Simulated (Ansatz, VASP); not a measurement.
# AlN in VASP and in Ansatz

The input INCAR:

```
SYSTEM = AlN
ALGO = Normal
EDIFF = 1E-7
EDIFFG = -0.01
ENCUT = 600
GGA = RP
IBRION = 2
ISIF = 3
ISMEAR = 0
LASPH = .TRUE.
LCHARG = .FALSE.
LREAL = .FALSE.
LWAVE = .FALSE.
NELM = 60
NSW = 80
PREC = Accurate
SIGMA = 0.01
```

KPOINTS

```
k-points
0
G
  8 8 8
  0 0 0
```

The input POSCAR:

```
AlN
1.0
    0.0000000000      1.9690000000      1.9690000000
    1.9690000000      0.0000000000      1.9690000000
    1.9690000000      1.9690000000      0.0000000000
Al N
1 1
Direct
    0.0000000000      0.0000000000      0.0000000000
    0.5000000000      0.5000000000      0.5000000000
```

Input for Ansatz:

```yaml
crystal:
  lattice:
    - [0.0, 1.969, 1.969]
    - [1.969, 0.0, 1.969]
    - [1.969, 1.969, 0.0]
  atoms:
    - { symbol: Al, position: [0.0, 0.0, 0.0] }
    - { symbol: "N", position: [0.5, 0.5, 0.5] }
kpoints:
  mp_grid:
    grid: [8, 8, 8]
hamiltonian:
  xc: rpbe
  dispersion: none
scf:
  occupations:
    method: fixed
relax:
  cell: {}
```

Alike in both runs: task relaxation of cell and atoms; functional RPBE; k mesh 8 × 8 × 8; no spin polarisation.

```csv
,VASP,Ansatz
version,VASP 6.6.1,Ansatz 0.2.0
potentials or method,"VASP PAW PBE potentials, release 64 (Al, N)","plane waves, PAW"
plane-wave cutoff (eV),600,420
occupations,"gaussian, width 0.01 eV",fixed
valence electrons in the cell,8,8
```

```csv
,VASP,Ansatz,Ansatz less VASP
relaxed volume (Å³/atom),8.56,8.59,+0.028
relaxed cell length with the largest relative difference (Å),2.893,2.896,+0.0031
```

VASP's potentials were made for PBE, not for RPBE.
